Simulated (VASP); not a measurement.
Set up this calculation in VASP 6.6.1, as the native input.

```yaml
Task: single point
Functional: PBE
Potentials_or_basis: VASP PAW PBE potentials, release 64 (Ga_d, As)
Cutoff: 500 eV
k_mesh: 6 × 6 × 6
Occupations: gaussian, width 0.05 eV
Spin: no spin polarisation
Dipole_correction: no
Further_INCAR_settings: ALGO = Normal; EDIFF = 1e-06; NBANDS = 16
```

The structure of GaAs lies in POSCAR:

```
GaAs
1.0
    0.0000000000      2.6707122123      2.6707122123
    2.6707122123      0.0000000000      2.6707122123
    2.6707122123      2.6707122123      0.0000000000
Ga As
1 1
Direct
    0.0000000000      0.0000000000      0.0000000000
    0.5000000000      0.5000000000      0.5000000000
```

These files were run (other wordings do the same):

INCAR

```
SYSTEM = GaAs
PREC = Accurate ; ENCUT = 500
EDIFF = 1E-6 ; ISMEAR = 0
SIGMA = 0.05 ; LREAL = .False.
LASPH = .True. ; NELM = 120
ALGO = Normal ; ISIF = 2
LWAVE = .False. ; LCHARG = .False.
GGA = PE ; NBANDS = 16
GGA_COMPAT = .False.
```

KPOINTS

```
Automatic mesh
0
Gamma
  6 6 6
  0 0 0
```

Potentials or basis: VASP PAW PBE potentials, release 64 (Ga_d, As).

Launch:

```bash
$ cat potpaw_PBE.64/Ga_d/POTCAR potpaw_PBE.64/As/POTCAR > POTCAR
$ mpirun -np 1 vasp_std > vasp.out
```

Results of the run:

The pressure is 2.1 GPa and the band gap on the k mesh is zero (band 9 reaches 6.18 eV, above the bottom of band 10 at 2.92 eV).

Run time: 19 s on 1 thread of Intel Xeon 8259CL, with other jobs on the host, peak memory 0.15 GiB.
